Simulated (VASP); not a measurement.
Write the native input for VASP 6.6.1 that does the following.

| Property | Result |
| --- | --- |
| Task | single point |
| Functional | r2SCAN |
| Potentials or basis | VASP PAW PBE potentials, release 64 (Ga_d, In_d, As) |
| Cutoff | 520 eV |
| k mesh | 6 × 4 × 4 |
| Occupations | fermi-dirac, width 0.02 eV |
| Spin | no spin polarisation |
| Dipole correction | no |
| Further INCAR settings | ALGO = Normal; EDIFF = 1e-07; NBANDS = 46 |

The system is In3GaAs4.

```
Ga In As
1.0
     4.24353    0.00000    0.00000
     0.00000    4.24433    6.00411
     0.00000   -4.24433    6.00411
Ga In As
1 3 4
Direct
  0.00000 0.99978 0.99978
  0.50000 0.00082 0.49937
  0.50000 0.49937 0.00082
  0.00000 0.49933 0.49933
  0.50000 0.11548 0.11548
  0.00000 0.11976 0.64051
  0.00000 0.64051 0.11976
  0.50000 0.62495 0.62495
```

The input as run:

POSCAR

```
In3GaAs4
1.0
    4.2435272716      0.0000000000      0.0000000000
    0.0000000000      4.2443310196      6.0041094131
    0.0000000000     -4.2443310196      6.0041094131
Ga In As
1 3 4
Direct
    0.0000000000     -0.0002221109     -0.0002221109
    0.5000000000      0.0008182856      0.4993692728
    0.5000000000      0.4993692728      0.0008182856
    0.0000000000      0.4993331884      0.4993331884
    0.5000000000      0.1154789325      0.1154789325
    0.0000000000      0.1197623392      0.6405098190
    0.0000000000      0.6405098190      0.1197623392
    0.5000000000      0.6249502734      0.6249502734
```

INCAR.step1

```
SYSTEM = In3GaAs4
ALGO = Normal ; EDIFF = 1E-4
ENCUT = 520 ; GGA = PE
ISMEAR = -1 ; LASPH = .True.
LCHARG = .False. ; LREAL = .False.
LWAVE = .True. ; NBANDS = 46
NELM = 60 ; PREC = Accurate
SIGMA = 0.02
```

INCAR.step2

```
SYSTEM = In3GaAs4
ALGO = Normal ; EDIFF = 1E-7
ENCUT = 520 ; ISIF = 2
ISMEAR = -1 ; ISTART = 1
LASPH = .True. ; LCHARG = .True.
LELF = .True. ; LMIXTAU = .True.
LREAL = .False. ; LVHAR = .True.
LWAVE = .False. ; METAGGA = R2SCAN
NBANDS = 46 ; NELM = 60
PREC = Accurate ; SIGMA = 0.02
```

KPOINTS

```
k-points
0
Gamma
  6 4 4
  0 0 0
```

Potentials or basis: VASP PAW PBE potentials, release 64 (Ga_d, In_d, As).

Run with:

```console
$ cat potpaw_PBE.64/Ga_d/POTCAR potpaw_PBE.64/In_d/POTCAR potpaw_PBE.64/As/POTCAR > POTCAR
$ cp INCAR.step1 INCAR
$ mpirun -np 1 vasp_std > vasp.out
$ cp INCAR.step2 INCAR
$ mpirun -np 1 vasp_std > vasp.out
```

Results of the run:

```
Pressure               : 0.0 GPa
Largest force          : 0.004 eV/Å
Band gap on the k mesh : 0.04 eV, direct
```

Caveat: the PAW data sets were made with another functional, which shifts forces and pressure a little; spin-orbit coupling is left out, which moves the levels of the heavy elements.

Wall time 14 min on 1 thread of Intel Xeon 6975P-C, on a shared host, peak memory 0.51 GiB.
